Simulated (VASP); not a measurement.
Write the native input for VASP 6.6.1 that does the following.

```yaml
Task: relaxation of cell and atoms
Functional: PBE
Potentials_or_basis: VASP PAW PBE potentials, release 64 (Hf_pv, Sn_d, S)
Cutoff: 500 eV
k_mesh: 3 × 2 × 2
Occupations: gaussian, width 0.15 eV
Spin: no spin polarisation
Dipole_correction: no
Further_INCAR_settings: ALGO = Normal; EDIFF = 1e-07; IBRION = 2; EDIFFG = -0.08; NSW = 36; ISIF = 3
```

The structure of Hf3SnS4 lies in POSCAR:

```
Hf3SnS4
1.0
    3.8127966900      0.0000000000      0.0000000000
    0.0000000000      5.4254300100      0.0000000000
    0.0000000000      0.0000000000      7.6768622100
Hf Sn S
3 1 4
Direct
    0.5000000000      0.5000000000      0.2552588300
    0.0000000000      0.0000000000      0.5000000000
    0.5000000000      0.5000000000      0.7447411700
    0.0000000000      0.0000000000      0.0000000000
    0.0000000000      0.5000000000      0.5000000000
    0.5000000000      0.0000000000      0.7639618500
    0.0000000000      0.5000000000      0.0000000000
    0.5000000000      0.0000000000      0.2360381500
```

The cell was generated, and may not be a known phase.

These files were run (other wordings do the same):

INCAR

```
SYSTEM = Hf3SnS4
ALGO = Normal
EDIFF = 1E-7
EDIFFG = -0.08
ENCUT = 500
GGA = PE
GGA_COMPAT = .False.
IBRION = 2
ISIF = 3
ISMEAR = 0
LASPH = .True.
LCHARG = .False.
LREAL = .False.
LWAVE = .False.
NELM = 120
NELMIN = 4
NSW = 36
PREC = Accurate
SIGMA = 0.15
```

KPOINTS

```
k-points
0
Gamma
  3 2 2
  0 0 0
```

Potentials or basis: VASP PAW PBE potentials, release 64 (Hf_pv, Sn_d, S).

Run with:

```bash
$ cat potpaw_PBE.64/Hf_pv/POTCAR potpaw_PBE.64/Sn_d/POTCAR potpaw_PBE.64/S/POTCAR > POTCAR
$ mpirun -np 1 vasp_std > vasp.out
```

Results of the run:

```json
{"Relaxed volume": "19.25 Å³/atom", "Relaxed cell": "a = 3.803 Å, b = 5.431 Å, c = 7.458 Å, α = 90.00°, β = 90.00°, γ = 90.00°", "Space group after relaxing (to 0.1 Å)": "Pmmm (No. 47)", "Energy gained by relaxing": "79.7 meV/atom", "Ionic steps": "8", "Pressure after relaxing": "-0.1 GPa", "Largest force after relaxing": "0.051 eV/Å", "Band gap on the k mesh": "zero (bands 34 and 35 overlap by 0.95 eV)"}
```

Caveat: the k points lie up to 0.58 Å⁻¹ apart in the final cell, too coarse for converged energies and pressures of a metal; spin-orbit coupling is left out, which moves the levels of the heavy elements; the relaxation stopped at a loose force limit of 0.08 eV/Å, so its end isn't a converged minimum.

Wall time 10 min on 1 thread of Intel Xeon 8259CL (shared host), peak memory 0.27 GiB.
